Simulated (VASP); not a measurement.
# InSb3 (Pm-3m) in VASP: a series of runs

The runs below take InSb3 through relaxation of cell and atoms, with r2SCAN.

Program: VASP 6.6.1. These are calculated values, not measurements. Logs are shortened: lines on timing, memory, paths and dates and some standing lists are left out, and cuts for length are marked.

**1. The cell of the first run**

It takes space group Pm-3m (No. 221, cubic). The conventional cell has a = 4.806 Å, b = 4.806 Å, c = 4.806 Å, α = 90.00°, β = 90.00°, γ = 90.00°. Sb (site symmetry 4/mmm) has 8 Sb at 3.40 Å and 4 In at 3.40 Å within 4.5 Å. In (site symmetry m-3m) has 12 Sb at 3.40 Å within 4.5 Å.

**2. Relaxation of cell and atoms, r2SCAN**

Contents of POSCAR:

```
InSb3
1.0
    4.8063670000      0.0000000000      0.0000000000
    0.0000000000      4.8063670000      0.0000000000
    0.0000000000      0.0000000000      4.8063670000
Sb In
3 1
Direct
    0.5000000000      0.5000000000      0.0000000000
    0.0000000000      0.5000000000      0.5000000000
    0.5000000000      0.0000000000      0.5000000000
    0.0000000000      0.0000000000      0.0000000000
```

Contents of INCAR.step1:

```
SYSTEM = InSb3
  PREC = Accurate
  ENCUT = 600
  ISMEAR = -1
  SIGMA = 0.05
  LREAL = .FALSE.
  LASPH = .TRUE.
  NELM = 100
  GGA = PE
  ALGO = Normal
  EDIFF = 1E-4
  LWAVE = .TRUE.
  LCHARG = .FALSE.
```

Contents of INCAR.step2:

```
SYSTEM = InSb3
  PREC = Accurate
  ENCUT = 600
  EDIFF = 1E-6
  ISMEAR = -1
  SIGMA = 0.05
  LREAL = .FALSE.
  LASPH = .TRUE.
  NELM = 100
  ALGO = Normal
  ISIF = 3
  LWAVE = .FALSE.
  LCHARG = .FALSE.
  METAGGA = R2SCAN
  LMIXTAU = .TRUE.
  IBRION = 2
  NSW = 60
  EDIFFG = -0.01
  ISTART = 1
```

Contents of KPOINTS:

```
regular mesh
0
G
  6 6 6
  0 0 0
```

Potentials or basis: VASP PAW PBE potentials, release 64 (Sb, In_d).

Started as:

```sh
> cat potpaw_PBE.64/Sb/POTCAR potpaw_PBE.64/In_d/POTCAR > POTCAR
> cp INCAR.step1 INCAR
> mpirun -np 1 vasp_std > vasp.out
> cp INCAR.step2 INCAR
> mpirun -np 1 vasp_std > vasp.out
```

OUTCAR:

```text
SYSTEM = InSb3
   PREC = Accurate
   ENCUT = 600
   EDIFF = 1E-6
   ISMEAR = -1
   LREAL = .FALSE.
   LASPH = .TRUE.
   NELM = 100
   ISIF = 3
   METAGGA = R2SCAN
   IBRION = 2
   NSW = 60
   EDIFFG = -0.01
   ISTART = 1

 ion  position               nearest neighbor table
   1  0.500  0.500  0.000-   2 3.40   3 3.40   4 3.40   2 3.40   3 3.40   3 3.40   4 3.40   3 3.40
                             2 3.40   4 3.40   2 3.40   4 3.40
   2  0.000  0.500  0.500-   1 3.40   3 3.40   4 3.40   1 3.40   4 3.40   3 3.40   4 3.40   4 3.40
                             1 3.40   3 3.40   1 3.40   3 3.40
   3  0.500  0.000  0.500-   1 3.40   2 3.40   4 3.40   1 3.40   4 3.40   1 3.40   2 3.40   1 3.40
                             2 3.40   4 3.40   4 3.40   2 3.40
   4  0.000  0.000  0.000-   1 3.40   2 3.40   3 3.40   2 3.40   3 3.40   1 3.40   2 3.40   2 3.40
                             1 3.40   3 3.40   3 3.40   1 3.40

  LATTYP: Found a simple cubic cell.
 ALAT       =     4.8063670000

  Lattice vectors:

 A1 = (   4.8063670000,   0.0000000000,   0.0000000000)
 A2 = (   0.0000000000,   4.8063670000,   0.0000000000)
 A3 = (   0.0000000000,   0.0000000000,   4.8063670000)

Analysis of symmetry for initial positions (statically):
=====================================================================
 Subroutine PRICEL returns:
 Original cell was already a primitive cell.

 Routine SETGRP: Setting up the symmetry group for a
 simple cubic supercell.

 Subroutine GETGRP returns: Found 48 space group operations
 (whereof 48 operations were pure point group operations)
 out of a pool of 48 trial point group operations.

The static configuration has the point symmetry O_h .

Analysis of symmetry for dynamics (positions and initial velocities):
=====================================================================
 Subroutine PRICEL returns:
 Original cell was already a primitive cell.

 Routine SETGRP: Setting up the symmetry group for a
 simple cubic supercell.

 Subroutine GETGRP returns: Found 48 space group operations
 (whereof 48 operations were pure point group operations)
 out of a pool of 48 trial point group operations.

The dynamic configuration has the point symmetry O_h .

 Subroutine INISYM returns: Found 48 space group operations
 (whereof 48 operations are pure point group operations),
 and found     1 'primitive' translations

----------------------------------------------------------------------------------------

                                     Primitive cell

  volume of cell :     111.0327

  direct lattice vectors                    reciprocal lattice vectors
     4.806367000  0.000000000  0.000000000     0.208057354  0.000000000  0.000000000
     0.000000000  4.806367000  0.000000000     0.000000000  0.208057354  0.000000000
     0.000000000  0.000000000  4.806367000     0.000000000  0.000000000  0.208057354

  length of vectors
     4.806367000  4.806367000  4.806367000     0.208057354  0.208057354  0.208057354

  position of ions in fractional coordinates (direct lattice)
     0.500000000  0.500000000  0.000000000
     0.000000000  0.500000000  0.500000000
     0.500000000  0.000000000  0.500000000
     0.000000000  0.000000000  0.000000000

  ion indices of the primitive-cell ions
   primitive index   ion index
                 1           1
                 2           2
                 3           3
                 4           4

----------------------------------------------------------------------------------------

 KPOINTS: regular mesh

Automatic generation of k-mesh.
 Grid dimensions read from file:
 generate k-points for:    6    6    6

 Generating k-lattice:

  Cartesian coordinates                     Fractional coordinates (reciprocal lattice)
     0.034676226  0.000000000  0.000000000     0.166666667  0.000000000  0.000000000
     0.000000000  0.034676226  0.000000000     0.000000000  0.166666667  0.000000000
     0.000000000  0.000000000  0.034676226     0.000000000  0.000000000  0.166666667

  Length of vectors
     0.034676226  0.034676226  0.034676226

  Shift w.r.t. Gamma in fractional coordinates (k-lattice)
     0.000000000  0.000000000  0.000000000

 Subroutine IBZKPT returns following result:
 ===========================================

 Found     20 irreducible k-points:

 Following reciprocal coordinates:
            Coordinates               Weight
  0.000000  0.000000  0.000000      1.000000
  0.166667  0.000000  0.000000      6.000000
  0.333333  0.000000  0.000000      6.000000
  0.500000  0.000000  0.000000      3.000000
  0.166667  0.166667  0.000000     12.000000
  0.333333  0.166667  0.000000     24.000000
[... 12 lines left out ...]
  0.500000  0.500000  0.333333      6.000000
  0.500000  0.500000  0.500000      1.000000
   k-points           NKPTS =     20   k-points in BZ     NKDIM =     20   number of bands    NBANDS=     18
   number of dos      NEDOS =    301   number of ions     NIONS =      4
   total plane-waves  NPLWV =  64000
   dimension x,y,z NGX =    40 NGY =   40 NGZ =   40
   dimension x,y,z NGXF=    80 NGYF=   80 NGZF=   80
   ions per type =               3   1
   NGX,Y,Z   is equivalent  to a cutoff of  13.84, 13.84, 13.84 a.u.
   NGXF,Y,Z  is equivalent  to a cutoff of  27.67, 27.67, 27.67 a.u.
 SYSTEM =  InSb3
   PREC   = accura    normal or accurate (medium, high low for compatibility)
   ISTART =      1    job   : 0-new  1-cont  2-samecut
   ICHARG =      0    charge: 1-file 2-atom 10-const
   ISPIN  =      1    spin polarized calculation?
   LNONCOLLINEAR =      F non collinear calculations
   LSORBIT =      F    spin-orbit coupling
   LASPH  =      T    aspherical Exc in radial PAW
   ENCUT  =  600.0 eV  44.10 Ry    6.64 a.u.   9.60  9.60  9.60*2*pi/ulx,y,z
   NELM   =    100;   NELMIN=  2; NELMDL=  0     # of ELM steps
   EDIFF  = 0.1E-05   stopping-criterion for ELM
   LREAL  =      F    real-space projection
   EDIFFG = -.1E-01   stopping-criterion for IOM
   NSW    =     60    number of steps for IOM
   IBRION =      2    ionic relax: 0-MD 1-quasi-New 2-CG
   NFREE  =      1    steps in history (QN), initial steepest desc. (CG)
   ISIF   =      3    stress and relaxation
   ISYM   =      2    0-nonsym 1-usesym 2-fastsym
   POTIM  = 0.5000    time-step for ionic-motion
   TEBEG  =    0.0;   TEEND  =   0.0 temperature during run
   PSTRESS=    0.0 pullay stress
   NELECT =      28.0000    total number of electrons
   NUPDOWN=      -1.0000    fix difference up-down
   EMIN   =  10.00;   EMAX   =-10.00  energy-range for DOS
   EFERMI =   0.00;   METHOD = LEGACY
   ISMEAR =    -1;   SIGMA  =   0.05  broadening in eV -4-tet -1-fermi 0-gaus
   EFERMI_NEDOS =   21; number of points for ismear=-14 and -15
   IALGO  =     38    algorithm
   IMIX   =      4    mixing-type and parameters
     AMIX     =   0.40;   BMIX     =  1.00
     AMIX_MAG =   1.60;   BMIX_MAG =  1.00
  volume/ion in A,a.u.               =      27.76       187.32
  Fermi-wavevector in a.u.,A,eV,Ry     =   1.034294  1.954532 14.555018  1.069764
  Thomas-Fermi vector in A             =   2.168582
   LORBIT       =      0    0 simple, 1 ext, 2 COOP (PROOUT), +10 PAW based schemes
   METAGGA = R2SCAN    functional components
   LHFCALC =     F    Hartree Fock is set to
   AEXX    =    0.0000 exact exchange contribution
   IVDW    =     0    specifies the selected vdW correction
   LEPSILON=     F    determine dielectric tensor
   LRPA    =     F    only Hartree local field effects (RPA)
 conjugate gradient relaxation of ions
 non-spin polarized calculation
  energy-cutoff  :      600.00
  volume of cell :      111.03
 maximum number of plane-waves:      3755
 NGX is ok and might be reduce to    40
   NGX = 19   NGY = 19   NGZ = 19

--------------------------------------- Ionic step        1  -------------------------------------------

 number of electron      28.0000000 magnetization

 Free energy of the ion-electron system (eV)
  ---------------------------------------------------
  ext. energy  EPLUGINS =         0.00000000
  ---------------------------------------------------
  free energy    TOTEN  =       -98.54904854 eV

  energy without entropy =      -98.53263233  energy(sigma->0) =      -98.54084043

------------------------ aborting loop because EDIFF is reached ----------------------------------------

  FORCE on cell =-STRESS in cart. coord.  units (eV):
  Direction    XX          YY          ZZ          XY          YZ          ZX
  --------------------------------------------------------------------------------------
  -------------------------------------------------------------------------------------
  Total       -0.4148687     -0.4148687     -0.4148687      0.0000000     -0.0000000      0.0000000
  in kB       -5.9864651     -5.9864651     -5.9864651      0.0000000     -0.0000000      0.0000000
  external PRESSURE =      -5.9864651 kB  Pullay stress =       0.0000000 kB
[... 61 lines left out ...]
  energy  without entropy=      -98.5347465144  energy(sigma->0) =      -98.54299330

--------------------------------------- Ionic step        3  -------------------------------------------

 number of electron      28.0000004 magnetization

 Free energy of the ion-electron system (eV)
  ---------------------------------------------------
  ext. energy  EPLUGINS =         0.00000000
  ---------------------------------------------------
  free energy    TOTEN  =       -98.55147829 eV

  energy without entropy =      -98.53501321  energy(sigma->0) =      -98.54324575

 E-fermi :   7.9059     XC(G=0): -10.7222

 val. band max:        7.8663565911   @ k =   0.5000   0.3333   0.0000
 cond. band min:       8.0554155023   @ k =   0.1667   0.1667   0.1667
 fundamental gap:      0.1890589112
 Fermi energy:         7.9058717198

 k-point     1 :       0.0000    0.0000    0.0000
  band No.  band energies     occupation
      1      -7.2539      2.00000
      2      -7.2539      2.00000
      3      -7.2366      2.00000
      4      -7.2366      2.00000
      5      -7.2366      2.00000
      6      -4.9284      2.00000
[... 10 lines left out ...]
     17       9.7921      0.00000
     18       9.7921      0.00000
[... 428 lines left out ...]
  FREE ENERGIE OF THE ION-ELECTRON SYSTEM (eV)
  ---------------------------------------------------
  free  energy   TOTEN  =       -98.5514782950 eV

  energy  without entropy=      -98.5350132104  energy(sigma->0) =      -98.54324575

 reached required accuracy - stopping structural energy minimisation
```

Wall time 18 min (1 thread of AMD EPYC, shared host); peak memory 0.26 GiB.

Results:

```
Free energy                           : -98.5515 eV
Relaxed volume                        : 27.44 Å³/atom
Relaxed cell                          : a = 4.788 Å, b = 4.788 Å, c = 4.788 Å, α = 90.00°, β = 90.00°, γ = 90.00°
Space group after relaxing (to 0.1 Å) : Pm-3m (No. 221)
Energy gained by relaxing             : 0.6 meV/atom
Ionic steps                           : 3
Pressure after relaxing               : 0.0 GPa
Band gap on the k mesh                : zero (bands 14 and 15 overlap by 5.02 eV)
```

The path:
| step | energy change (eV) | largest force (eV/Å) | pressure (GPa) | volume (Å³) |
| --- | --- | --- | --- | --- |
| 1 | 0.0000 | 0.0000 | -0.60 | 111.03 |
| 2 | -0.0022 | 0.0000 | 0.20 | 109.37 |
| 3 | -0.0024 | 0.0000 | 0.00 | 109.76 |

Final structure:
```cif
data_structure
_symmetry_space_group_name_H-M 'P 1'
_symmetry_Int_Tables_number 1
_cell_length_a 4.7879
_cell_length_b 4.7879
_cell_length_c 4.7879
_cell_angle_alpha 90.000
_cell_angle_beta 90.000
_cell_angle_gamma 90.000
_cell_volume 109.76
loop_
_atom_site_label
_atom_site_type_symbol
_atom_site_fract_x
_atom_site_fract_y
_atom_site_fract_z
_atom_site_occupancy
Sb1 Sb 0.50000 0.50000 0.00000 1
Sb2 Sb 0.00000 0.50000 0.50000 1
Sb3 Sb 0.50000 0.00000 0.50000 1
In1 In 0.00000 0.00000 0.00000 1
```

Levels at points of the mesh, in eV from the Fermi level:
```tsv
k point	band 11	band 12	band 13	band 14	band 15	band 16	band 17	band 18
(0.00, 0.00, 0.00)	-4.63	-3.54	0.42	0.42	0.42	1.89	1.89	1.89
(0.50, 0.00, 0.00)	-3.15	-2.28	-2.28	-1.16	-0.79	2.22	2.31	2.31
(0.50, 0.50, 0.00)	-1.62	-1.62	-1.47	-1.24	-1.24	-0.39	1.15	3.51
(0.50, 0.50, 0.50)	-5.30	-5.30	-4.91	3.77	3.77	3.82	3.82	3.82
```

Caveat: the PAW data sets were made with another functional, which shifts forces and pressure a little; spin-orbit coupling is left out, which moves the levels of the heavy elements.

**3. Relaxation of cell and atoms, r2SCAN, target pressure 2 GPa, at which the enthalpy is minimised**

POSCAR is that of step 2.

Contents of INCAR.step1:

```
PREC = Accurate ; ENCUT = 600
ISMEAR = -1 ; SIGMA = 0.05
LREAL = False ; LASPH = True
NELM = 100 ; GGA = PE
ALGO = Normal ; EDIFF = 1E-4
LWAVE = True ; LCHARG = False
```

Contents of INCAR.step2:

```
PREC = Accurate ; ENCUT = 600
EDIFF = 1E-7 ; ISMEAR = -1
SIGMA = 0.05 ; LREAL = False
LASPH = True ; NELM = 100
ALGO = Normal ; ISIF = 3
LWAVE = False ; LCHARG = False
METAGGA = R2SCAN ; LMIXTAU = True
IBRION = 2 ; NSW = 60
EDIFFG = -0.01 ; PSTRESS = 20.0
ISTART = 1
```

Contents of KPOINTS:

```
regular mesh
0
Gamma
  6 6 6
```

Potentials or basis: VASP PAW PBE potentials, release 64 (Sb, In_d).

Started as:

```sh
> cat potpaw_PBE.64/Sb/POTCAR potpaw_PBE.64/In_d/POTCAR > POTCAR
> cp INCAR.step1 INCAR
> mpirun -np 1 vasp_std > vasp.out
> cp INCAR.step2 INCAR
> mpirun -np 1 vasp_std > vasp.out
```

It took 30 min on 1 thread of AMD EPYC, shared host; peak memory 0.27 GiB.

Results (log left out):

* Free energy: -98.5293 eV
* Relaxed volume: 26.53 Å³/atom
* Relaxed cell: a = 4.734 Å, b = 4.734 Å, c = 4.734 Å, α = 90.00°, β = 90.00°, γ = 90.00°
* Space group after relaxing (to 0.1 Å): Pm-3m (No. 221)
* Energy change on relaxing (the run minimises the enthalpy): +4.9 meV/atom
* Ionic steps: 3
* Pressure after relaxing: 2.0 GPa
* Band gap on the k mesh: zero (bands 14 and 15 overlap by 5.24 eV)

The path:
```tsv
step	energy change (eV)	largest force (eV/Å)	pressure (GPa)	volume (Å³)
1	0.0000	0.0000	-0.61	111.03
2	0.0560	0.0000	3.38	103.93
3	0.0197	0.0000	2.01	106.10
```

Final structure:
```
Sb In
1.0
     4.73417    0.00000    0.00000
     0.00000    4.73417    0.00000
     0.00000    0.00000    4.73417
Sb In
3 1
Direct
  0.50000 0.50000 0.00000
  0.00000 0.50000 0.50000
  0.50000 0.00000 0.50000
  0.00000 0.00000 0.00000
```

Levels at points of the mesh, in eV from the Fermi level:
```csv
k point,band 12,band 13,band 14,band 15,band 16,band 17
"(0.00, 0.00, 0.00)",-3.53,0.45,0.45,0.45,1.94,1.94
"(0.50, 0.00, 0.00)",-2.37,-2.37,-1.21,-0.84,2.42,2.42
"(0.50, 0.50, 0.00)",-1.62,-1.53,-1.28,-1.28,-0.32,1.10
"(0.50, 0.50, 0.50)",-5.50,-4.98,3.96,3.96,4.01,4.01
```

Caveat: the cell is relaxed towards a set pressure, so the run minimises the enthalpy, not the energy; the PAW data sets were made with another functional, which shifts forces and pressure a little; spin-orbit coupling is left out, which moves the levels of the heavy elements.

The gap in the log of VASP goes by the Fermi energy; the results here count the filled bands.